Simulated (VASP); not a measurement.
# InSe (R3m) in VASP: a series of runs

The runs below take InSe through single point, with PBEsol.

Everything below comes from runs of VASP 6.6.1. Logs are shortened: lines on timing, memory, paths and dates and some standing lists are left out, and cuts for length are marked.

**Measured values to compare with.**

“The Interaction of Hydrogen with the van der Waals Crystal γ-InSe”, 2020, pmc:7321205 reports, for a bulk crystal of InSe at 300 K: band gap 1.25 eV.

How close the calculation comes is told below.

### Step 1. The cell of the first run

Symmetry: R3m, No. 160, trigonal system. The conventional cell has a = 3.932 Å, b = 3.932 Å, c = 24.891 Å, α = 90.00°, β = 90.00°, γ = 120.00°. In (site symmetry 3m) has 3 Se at 2.59 Å and 1 In at 2.77 Å within 3.4 Å. Within 3.4 Å of In (site symmetry 3m) lie 3 Se at 2.59 Å and 1 In at 2.77 Å. Within 3.4 Å of Se (site symmetry 3m) lie 3 In at 2.59 Å. Se (site symmetry 3m) has 3 In at 2.59 Å within 3.4 Å.

### Step 2. Single point, PBEsol

The input, INCAR:

```
SYSTEM = InSe
ALGO     = Normal         ! electronic algorithm
EDIFF    = 1E-6           ! SCF threshold, eV
ENCUT    = 520            ! plane-wave cutoff, eV
GGA      = PS             ! functional
ISIF     = 2              ! what is computed and relaxed
ISMEAR   = 0              ! smearing method
LASPH    = .TRUE.         ! aspherical terms in the spheres
LCHARG   = .TRUE.         ! write CHGCAR
LELF     = .TRUE.         ! ELF
LREAL    = .FALSE.        ! projectors in reciprocal space
LVHAR    = .TRUE.       
LWAVE    = .FALSE.        ! write WAVECAR
NBANDS   = 27             ! bands
NELM     = 60             ! most SCF steps
PREC     = Accurate       ! precision mode
SIGMA    = 0.01           ! smearing width, eV
```

The input, KPOINTS:

```
k-points
0
G
  6 6 6
  0 0 0
```

The input, POSCAR:

```
InSe
1.0
    1.9660951450      1.1351260150      8.2969215118
   -1.9660951450      1.1351260150      8.2969215118
    0.0000000000     -2.2702510470      8.2969215118
In Se
2 2
Direct
    0.0000000000      0.0000000000      0.0000000000
    0.1114000000      0.1114000000      0.1114000000
    0.6165000000      0.6165000000      0.6165000000
    0.8281000000      0.8281000000      0.8281000000
```

Potentials or basis: VASP PAW PBE potentials, release 64 (In_d, Se).

On the command line:

```bash
$ cat potpaw_PBE.64/In_d/POTCAR potpaw_PBE.64/Se/POTCAR > POTCAR
$ mpirun -np 1 vasp_std > vasp.out
```

OUTCAR:

```text
SYSTEM = InSe
   EDIFF = 1E-6
   ENCUT = 520
   GGA = PS
   ISIF = 2
   ISMEAR = 0
   LASPH = .TRUE.
   LREAL = .FALSE.
   NELM = 60
   PREC = Accurate

 ion  position               nearest neighbor table
   1  0.000  0.000  0.000-   3 2.59   3 2.59   3 2.59   2 2.77
   2  0.111  0.111  0.111-   4 2.59   4 2.59   4 2.59   1 2.77
   3  0.617  0.617  0.617-   1 2.59   1 2.59   1 2.59
   4  0.828  0.828  0.828-   2 2.59   2 2.59   2 2.59

  LATTYP: Found a trigonal (rhomboedric) cell.
 ALAT       =     8.6019153543
 COS(alpha) =     0.8955162373

  Lattice vectors:

 A1 = (   1.9660951450,   1.1351260150,   8.2969215118)
 A2 = (  -1.9660951450,   1.1351260150,   8.2969215118)
 A3 = (   0.0000000000,  -2.2702510470,   8.2969215118)

Analysis of symmetry for initial positions (statically):
=====================================================================
 Subroutine PRICEL returns:
 Original cell was already a primitive cell.

 Routine SETGRP: Setting up the symmetry group for a
 trigonal (rhombohedral) supercell.

 Subroutine GETGRP returns: Found  6 space group operations
 (whereof  6 operations were pure point group operations)
 out of a pool of 12 trial point group operations.

The static configuration has the point symmetry C_3v.

Analysis of symmetry for dynamics (positions and initial velocities):
=====================================================================
 Subroutine PRICEL returns:
 Original cell was already a primitive cell.

 Routine SETGRP: Setting up the symmetry group for a
 trigonal (rhombohedral) supercell.

 Subroutine GETGRP returns: Found  6 space group operations
 (whereof  6 operations were pure point group operations)
 out of a pool of 12 trial point group operations.

The dynamic configuration has the point symmetry C_3v.

 Subroutine INISYM returns: Found  6 space group operations
 (whereof  6 operations are pure point group operations),
 and found     1 'primitive' translations

----------------------------------------------------------------------------------------

                                     Primitive cell

  volume of cell :     111.1007

  direct lattice vectors                    reciprocal lattice vectors
     1.966095145  1.135126015  8.296921512     0.254311192  0.146826619  0.040175538
    -1.966095145  1.135126015  8.296921512    -0.254311192  0.146826619  0.040175538
     0.000000000 -2.270251047  8.296921512     0.000000000 -0.293653238  0.040175555

  length of vectors
     8.601915354  8.601915354  8.601915274     0.296388786  0.296388786  0.296388764

  position of ions in fractional coordinates (direct lattice)
     0.000000000  0.000000000  0.000000000
     0.111400000  0.111400000  0.111400000
     0.616500000  0.616500000  0.616500000
     0.828100000  0.828100000  0.828100000

  ion indices of the primitive-cell ions
   primitive index   ion index
                 1           1
                 2           2
                 3           3
                 4           4

----------------------------------------------------------------------------------------

 KPOINTS: k-points

Automatic generation of k-mesh.
 Grid dimensions read from file:
 generate k-points for:    6    6    6

 Generating k-lattice:

  Cartesian coordinates                     Fractional coordinates (reciprocal lattice)
     0.042385199  0.024471103  0.006695923     0.166666667  0.000000000  0.000000000
    -0.042385199  0.024471103  0.006695923     0.000000000  0.166666667  0.000000000
     0.000000000 -0.048942206  0.006695926    -0.000000000 -0.000000000  0.166666667

  Length of vectors
     0.049398131  0.049398131  0.049398127

  Shift w.r.t. Gamma in fractional coordinates (k-lattice)
     0.000000000  0.000000000  0.000000000

 Subroutine IBZKPT returns following result:
 ===========================================

 Found     32 irreducible k-points:

 Following reciprocal coordinates:
            Coordinates               Weight
  0.000000  0.000000  0.000000      1.000000
  0.166667 -0.000000  0.000000      6.000000
  0.333333 -0.000000 -0.000000      6.000000
  0.500000  0.000000  0.000000      3.000000
  0.166667  0.166667  0.000000      6.000000
  0.333333  0.166667  0.000000     12.000000
[... 16 lines left out ...]
  0.500000  0.500000  0.166667      6.000000
 -0.333333  0.500000  0.166667     12.000000
 [... further k-points ...]
   k-points           NKPTS =     32   k-points in BZ     NKDIM =     32   number of bands    NBANDS=     27
   number of dos      NEDOS =    301   number of ions     NIONS =      4
   total plane-waves  NPLWV = 262144
   dimension x,y,z NGX =    64 NGY =   64 NGZ =   64
   dimension x,y,z NGXF=   128 NGYF=  128 NGZF=  128
   ions per type =               2   2
   NGX,Y,Z   is equivalent  to a cutoff of  12.37, 12.37, 12.37 a.u.
   NGXF,Y,Z  is equivalent  to a cutoff of  24.74, 24.74, 24.74 a.u.
 SYSTEM =  InSe
   PREC   = accura    normal or accurate (medium, high low for compatibility)
   ISTART =      0    job   : 0-new  1-cont  2-samecut
   ICHARG =      2    charge: 1-file 2-atom 10-const
   ISPIN  =      1    spin polarized calculation?
   LNONCOLLINEAR =      F non collinear calculations
   LSORBIT =      F    spin-orbit coupling
   LASPH  =      T    aspherical Exc in radial PAW
   ENCUT  =  520.0 eV  38.22 Ry    6.18 a.u.  15.99 15.99 15.99*2*pi/ulx,y,z
   NELM   =     60;   NELMIN=  2; NELMDL= -5     # of ELM steps
   EDIFF  = 0.1E-05   stopping-criterion for ELM
   LREAL  =      F    real-space projection
   EDIFFG = 0.1E-04   stopping-criterion for IOM
   NSW    =      0    number of steps for IOM
   IBRION =     -1    ionic relax: 0-MD 1-quasi-New 2-CG
   NFREE  =      0    steps in history (QN), initial steepest desc. (CG)
   ISIF   =      2    stress and relaxation
   ISYM   =      2    0-nonsym 1-usesym 2-fastsym
   POTIM  = 0.5000    time-step for ionic-motion
   TEBEG  =    0.0;   TEEND  =   0.0 temperature during run
   PSTRESS=    0.0 pullay stress
   NELECT =      38.0000    total number of electrons
   NUPDOWN=      -1.0000    fix difference up-down
   EMIN   =  10.00;   EMAX   =-10.00  energy-range for DOS
   EFERMI =   0.00;   METHOD = LEGACY
   ISMEAR =     0;   SIGMA  =   0.01  broadening in eV -4-tet -1-fermi 0-gaus
   EFERMI_NEDOS =   21; number of points for ismear=-14 and -15
   IALGO  =     38    algorithm
   IMIX   =      4    mixing-type and parameters
     AMIX     =   0.40;   BMIX     =  1.00
     AMIX_MAG =   1.60;   BMIX_MAG =  1.00
  volume/ion in A,a.u.               =      27.78       187.44
  Fermi-wavevector in a.u.,A,eV,Ry     =   1.144890  2.163529 17.834153  1.310773
  Thomas-Fermi vector in A             =   2.281580
   LORBIT       =      0    0 simple, 1 ext, 2 COOP (PROOUT), +10 PAW based schemes
   GGA     = PS    functional components
   LHFCALC =     F    Hartree Fock is set to
   AEXX    =    0.0000 exact exchange contribution
   IVDW    =     0    specifies the selected vdW correction
   LEPSILON=     F    determine dielectric tensor
   LRPA    =     F    only Hartree local field effects (RPA)
 non-spin polarized calculation
 Gauss-broadening in eV      SIGMA  =   0.01
  energy-cutoff  :      520.00
  volume of cell :      111.10
 maximum number of plane-waves:      3060
   NGX = 31   NGY = 31   NGZ = 31

 number of electron      37.9999998 magnetization

 Free energy of the ion-electron system (eV)
  ---------------------------------------------------
  ext. energy  EPLUGINS =         0.00000000
  ---------------------------------------------------
  free energy    TOTEN  =       -15.52310079 eV

  energy without entropy =      -15.52310079  energy(sigma->0) =      -15.52310079

 E-fermi :   4.5527     XC(G=0):  -9.3278

 val. band max:        4.5117359383   @ k =   0.5000   0.5000   0.5000
 cond. band min:       4.9796881544   @ k =   0.5000   0.5000   0.5000
 fundamental gap:      0.4679522162
 Fermi energy:         4.5526932744

 k-point     1 :       0.0000    0.0000    0.0000
  band No.  band energies     occupation
      1     -10.3568      2.00000
      2     -10.1552      2.00000
      3     -10.1552      2.00000
      4     -10.0707      2.00000
      5     -10.0707      2.00000
      6     -10.0405      2.00000
[... 19 lines left out ...]
     26       9.9986      0.00000
     27      12.1135      0.00000

 k-point     2 :       0.1667   -0.0000    0.0000
  band No.  band energies     occupation
      1     -10.3927      2.00000
      2     -10.2552      2.00000
      3     -10.2287      2.00000
      4     -10.1484      2.00000
      5     -10.0498      2.00000
      6     -10.0477      2.00000
[... 19 lines left out ...]
     26      10.6242      0.00000
     27      11.2406      0.00000

 k-point     3 :       0.3333   -0.0000   -0.0000
  band No.  band energies     occupation
      1     -10.5258      2.00000
      2     -10.4075      2.00000
      3     -10.2721      2.00000
      4     -10.1444      2.00000
      5     -10.0682      2.00000
      6     -10.0024      2.00000
[... 19 lines left out ...]
     26      11.1405      0.00000
     27      11.8206      0.00000

 k-point     4 :       0.5000    0.0000    0.0000
  band No.  band energies     occupation
      1     -10.5844      2.00000
      2     -10.4739      2.00000
      3     -10.2661      2.00000
      4     -10.1455      2.00000
      5     -10.0771      2.00000
      6      -9.9809      2.00000
[... 19 lines left out ...]
     26      10.9579      0.00000
     27      11.5159      0.00000
[... 516 lines left out ...]
      4     -10.1600      2.00000
      5     -10.0603      2.00000
      6      -9.9942      2.00000
[... 19 lines left out ...]
     26      11.6904      0.00000
     27      12.2884      0.00000

 k-point    23 :       0.5000    0.5000    0.1667
  band No.  band energies     occupation
      1     -10.5108      2.00000
      2     -10.4254      2.00000
      3     -10.2698      2.00000
      4     -10.1450      2.00000
      5     -10.0681      2.00000
      6     -10.0021      2.00000
[... 19 lines left out ...]
     26      11.6487      0.00000
     27      11.8873      0.00000

 k-point    24 :      -0.3333    0.5000    0.1667
  band No.  band energies     occupation
      1     -10.5598      2.00000
      2     -10.4774      2.00000
      3     -10.2650      2.00000
      4     -10.1602      2.00000
      5     -10.0603      2.00000
      6      -9.9941      2.00000
[... 19 lines left out ...]
     26      11.7080      0.00000
     27      12.1234      0.00000

 [... further k-points ...]

------------------------ aborting loop because EDIFF is reached ----------------------------------------

  FORCE on cell =-STRESS in cart. coord.  units (eV):
  Direction    XX          YY          ZZ          XY          YZ          ZX
  --------------------------------------------------------------------------------------
  -------------------------------------------------------------------------------------
  Total        2.5697541      2.5697546      1.5750021      0.0000000      0.0000001      0.0000000
  in kB       37.0582947     37.0583029     22.7130263      0.0000000      0.0000009      0.0000000
  external PRESSURE =      32.2765413 kB  Pullay stress =       0.0000000 kB

 VOLUME and BASIS-vectors are now :
 -----------------------------------------------------------------------------
  energy-cutoff  :      520.00
  volume of cell :      111.10
      direct lattice vectors                 reciprocal lattice vectors
     1.966095145  1.135126015  8.296921512     0.254311192  0.146826619  0.040175538
    -1.966095145  1.135126015  8.296921512    -0.254311192  0.146826619  0.040175538
     0.000000000 -2.270251047  8.296921512     0.000000000 -0.293653238  0.040175555

 POSITION                                       TOTAL-FORCE (eV/Angst)
 -----------------------------------------------------------------------------------
      0.00000      0.00000      0.00000         0.000000      0.000000      0.526065
      0.00000      0.00000      2.77283         0.000000     -0.000000     -0.542944
      0.00000      0.00000     15.34516         0.000000     -0.000000     -0.510226
      0.00000      0.00000     20.61204         0.000000      0.000000      0.527105
 -----------------------------------------------------------------------------------
    total drift:                               -0.000000     -0.000006      0.000105

  FREE ENERGIE OF THE ION-ELECTRON SYSTEM (eV)
  ---------------------------------------------------
  free  energy   TOTEN  =       -15.5231007927 eV

  energy  without entropy=      -15.5231007927  energy(sigma->0) =      -15.52310079
```

Wall time 4 min (1 thread of AMD EPYC 9R45 (Zen 5), shared host); peak memory 0.53 GiB.

What came out:

```
Free energy            : -15.5231 eV
Pressure               : 3.2 GPa
Largest force          : 0.543 eV/Å
Band gap on the k mesh : 0.47 eV, direct
```

Forces in eV/Å, atoms in the order of the input:
```
In   0.000  0.000  0.526
In   0.000  0.000 -0.543
Se   0.000  0.000 -0.510
Se   0.000  0.000  0.527
```

Stress tensor (GPa, compression positive):
```
3.71 0.00 0.00
0.00 3.71 0.00
0.00 0.00 2.27
```

Caveat: the PAW data sets were made with another functional, which shifts forces and pressure a little; spin-orbit coupling is left out, which moves the levels of the heavy elements. A k mesh can miss the band edges.

### Step 3. Single point, PBEsol

This run uses another cell than the first one, of 28.51 Å³/atom, 1.026 times its volume.

The input, INCAR:

```
PREC     = Accurate       # precision mode
ENCUT    = 520            # plane-wave cutoff, eV
EDIFF    = 1E-6           # SCF threshold, eV
ISMEAR   = 0              # smearing method
SIGMA    = 0.01           # smearing width, eV
LREAL    = F              # projectors in reciprocal space
LASPH    = T              # aspherical terms in the spheres
NELM     = 80             # most SCF steps
ALGO     = Normal         # electronic algorithm
ISIF     = 2              # what is computed and relaxed
LWAVE    = F              # write WAVECAR
LCHARG   = T              # write CHGCAR
GGA      = PS             # functional
LELF     = T              # ELF
LVHAR    = T            
NBANDS   = 27             # bands
```

The input, KPOINTS:

```
Automatic mesh
0
Gamma
  6 6 6
```

The input, POSCAR:

```
InSe
1.0
    1.9831924827      1.1449971715      8.3690722769
   -1.9831924827      1.1449971715      8.3690722769
    0.0000000000     -2.2899933513      8.3690722769
In Se
2 2
Direct
    0.0000000000      0.0000000000      0.0000000000
    0.1114000000      0.1114000000      0.1114000000
    0.6165000000      0.6165000000      0.6165000000
    0.8281000000      0.8281000000      0.8281000000
```

Potentials or basis: VASP PAW PBE potentials, release 64 (In_d, Se).

On the command line:

```bash
$ cat potpaw_PBE.64/In_d/POTCAR potpaw_PBE.64/Se/POTCAR > POTCAR
$ mpirun -np 1 vasp_std > vasp.out
```

Run time: 6.2 min. Hardware: 1 thread of AMD EPYC 9R45 (Zen 5), shared host; peak memory 0.65 GiB.

Results (log left out):

* Free energy: -15.5679 eV
* Pressure: 1.6 GPa
* Largest force: 0.426 eV/Å
* Band gap on the k mesh: 0.40 eV, direct

Forces on the atoms (eV/Å):
```
In   0.000  0.000  0.408
In   0.000  0.000 -0.426
Se   0.000  0.000 -0.289
Se   0.000  0.000  0.306
```

Stress tensor (GPa, compression positive):
```
2.04 0.00 0.00
0.00 2.04 0.00
0.00 0.00 0.81
```

Levels at points of the mesh, in eV from the valence-band top:
```csv
k point,band 16,band 17,band 18,band 19,band 20,band 21,band 22,band 23
"(0.00, 0.00, 0.00)",-1.34,-1.34,-1.25,-1.25,1.68,2.04,4.38,4.38
"(0.50, 0.00, 0.00)",-2.48,-2.43,-2.33,-1.74,1.11,1.95,3.55,3.91
"(0.50, 0.50, 0.00)",-2.77,-2.60,-2.13,-1.57,1.12,1.92,3.19,3.50
"(0.50, 0.50, 0.50)",-1.41,-1.17,-1.17,0.00,0.40,2.08,4.29,4.29
```

Caveat: the PAW data sets were made with another functional, which shifts forces and pressure a little; spin-orbit coupling is left out, which moves the levels of the heavy elements.

### Step 4. Single point, PBEsol

This run uses another cell than the first one, of 29.24 Å³/atom, 1.053 times its volume.

The input, INCAR:

```
ALGO = Normal
EDIFF = 1E-7
ENCUT = 520
GGA = PS
ISIF = 2
ISMEAR = 0
LASPH = True
LCHARG = False
LREAL = False
LWAVE = False
NBANDS = 27
NELM = 100
PREC = Accurate
SIGMA = 0.01
```

The input, KPOINTS:

```
k-points
0
Gamma
  6 6 6
```

The input, POSCAR:

```
InSe
1.0
    2.0000000000      1.1547010000      8.4400000000
   -2.0000000000      1.1547010000      8.4400000000
    0.0000000000     -2.3094010000      8.4400000000
In Se
2 2
Direct
    0.0000000000      0.0000000000      0.0000000000
    0.1114000000      0.1114000000      0.1114000000
    0.6165000000      0.6165000000      0.6165000000
    0.8281000000      0.8281000000      0.8281000000
```

On the command line:

```bash
$ cat potpaw_PBE.64/In_d/POTCAR potpaw_PBE.64/Se/POTCAR > POTCAR
$ mpirun -np 1 vasp_std > vasp.out
```

Wall time 6 min (1 thread of AMD EPYC 9R45 (Zen 5), shared host); peak memory 0.63 GiB.

Results (log left out):

* Free energy: -15.5854 eV
* Pressure: 0.3 GPa
* Largest force: 0.318 eV/Å
* Band gap on the k mesh: 0.33 eV, direct

Forces in eV/Å, atoms in the order of the input:
```
In   0.000  0.000  0.300
In   0.000  0.000 -0.318
Se   0.000  0.000 -0.088
Se   0.000  0.000  0.106
```

Stress tensor (GPa, compression positive):
```
 0.60  0.00  0.00
 0.00  0.60  0.00
 0.00  0.00 -0.45
```

Levels at points of the mesh, in eV from the valence-band top:
```
           k point  band 15  band 16  band 17  band 18  band 19  band 20  band 21  band 22  band 23  band 24
(0.00, 0.00, 0.00)    -1.55    -1.31    -1.31    -1.22    -1.22     1.62     1.99     4.35     4.35     5.10
(0.50, 0.00, 0.00)    -3.49    -2.41    -2.36    -2.25    -1.69     1.13     1.90     3.55     3.90     4.78
(0.50, 0.50, 0.00)    -3.25    -2.68    -2.52    -2.07    -1.52     1.11     1.91     3.20     3.52     4.36
(0.50, 0.50, 0.50)    -1.38    -1.38    -1.14    -1.14     0.00     0.33     2.05     4.27     4.27     5.55
```

Caveat: the PAW data sets were made with another functional, which shifts forces and pressure a little; spin-orbit coupling is left out, which moves the levels of the heavy elements.

[end of part 1 of 2]
